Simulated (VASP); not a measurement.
FeAgB: single point with r2SCAN

FeAgB:

```xyz
6
Lattice="3.5737 0.0000 0.0000 0.0000 7.2903 0.0000 0.0000 0.0000 3.1448" Properties=species:S:1:pos:R:3 pbc="T T T"
Fe    0.0000    0.7072    1.5724
Fe    1.7868    6.5832    0.0000
Ag    0.0000    2.2235    0.0000
Ag    1.7868    5.0668    1.5724
B     0.0000    6.6852    0.0000
B     1.7868    0.6051    1.5724
```

```yaml
Program: VASP 6.6.1
Task: single point
Functional: r2SCAN
Potentials_or_basis: VASP PAW PBE potentials, release 64 (Fe, Ag, B)
Cutoff: 520 eV
k_mesh: 9 × 5 × 11
Occupations: fermi-dirac, width 0.1 eV
Spin: no spin polarisation
```

The pressure is 29.8 GPa. The largest force is 7.502 eV/Å. The band gap on the k mesh is zero (band 22 reaches 5.49 eV, above the bottom of band 23 at 5.31 eV).

Forces in eV/Å, atoms in the order of the input:
```
Fe   0.000 -7.502  0.000
Fe   0.000  7.502  0.000
Ag   0.000  6.107  0.000
Ag   0.000 -6.107  0.000
B    0.000 -0.775  0.000
B    0.000  0.775  0.000
```

Stress tensor (GPa, compression positive):
```
30.64  0.00  0.00
 0.00 27.26  0.00
 0.00  0.00 31.61
```

Levels at points of the mesh, in eV from the Fermi level:
```csv
k point,band 20,band 21,band 22,band 23,band 24,band 25
"(0.00, 0.00, 0.00)",-0.46,-0.26,-0.25,0.22,0.33,2.40
```

It took 9.3 min on 1 thread of Oxide Virtual Turin-like Processor, on a shared host, peak memory 0.32 GiB.

Caveat: the PAW data sets were made with another functional, which shifts forces and pressure a little. Spin polarisation is off, so any magnetic state and its effect on volume and gap are missing.
